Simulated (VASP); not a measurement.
Set up this calculation in VASP 6.6.1, as the native input.

```yaml
Task: relaxation of cell and atoms
Functional: PBE
Potentials_or_basis: VASP PAW PBE potentials, release 64 (Al, O)
Cutoff: 600 eV
k_mesh: 12 × 12 × 12
Occupations: gaussian, width 0.1 eV
Spin: no spin polarisation
Dipole_correction: no
Further_INCAR_settings: ALGO = Normal; EDIFF = 1e-06; IBRION = 2; EDIFFG = -0.01; NSW = 100; ISIF = 3
```

The structure of Al3O2 lies in POSCAR:

```
Al3O2
1.0
    2.9501567069      1.7032737689      2.4017203819
   -2.9501567069      1.7032737689      2.4017203819
    0.0000000000     -3.4065475377      2.4017203819
Al O
3 2
Direct
    0.0000000000      0.0000000000      0.5000000000
    0.5000000000      0.0000000000      0.0000000000
    0.0000000000      0.5000000000      0.0000000000
    0.7252968690      0.7252968690      0.7252968690
    0.2747031310      0.2747031310      0.2747031310
```

The cell was generated, and may not be a known phase.

One way to write it, as run:

INCAR

```
PREC = Accurate
ENCUT = 600
EDIFF = 1E-6
ISMEAR = 0
SIGMA = 0.1
LREAL = False
LASPH = True
NELM = 60
ALGO = Normal
ISIF = 3
LWAVE = False
LCHARG = False
GGA = PE
IBRION = 2
NSW = 100
EDIFFG = -0.01
```

KPOINTS

```
Automatic mesh
0
Gamma
  12 12 12
```

Potentials or basis: VASP PAW PBE potentials, release 64 (Al, O).

Run with:

```console
$ cat potpaw_PBE.64/Al/POTCAR potpaw_PBE.64/O/POTCAR > POTCAR
$ mpirun -np 1 vasp_std > vasp.out
```

It gave:

```yaml
Relaxed_volume: 14.49 Å³/atom
Relaxed_cell: a = 4.169 Å, b = 4.169 Å, c = 4.169 Å, α = 90.42°, β = 90.42°, γ = 90.42°
Space_group_after_relaxing_to_0.1_Å: R-3m (No. 166)
Energy_gained_by_relaxing: 0.1 meV/atom
Ionic_steps: 7
Pressure_after_relaxing: 0.0 GPa
Largest_force_after_relaxing: 0.005 eV/Å
Band_gap_on_the_k_mesh: zero (an odd number of electrons rules out a gap without spin polarisation)
```

Caveat: an odd number of electrons without spin polarisation forces a metal; a magnetic or distorted state may lie lower.

Run time: 23 min on 1 thread of Intel Xeon 8259CL (shared host), peak memory 0.36 GiB.
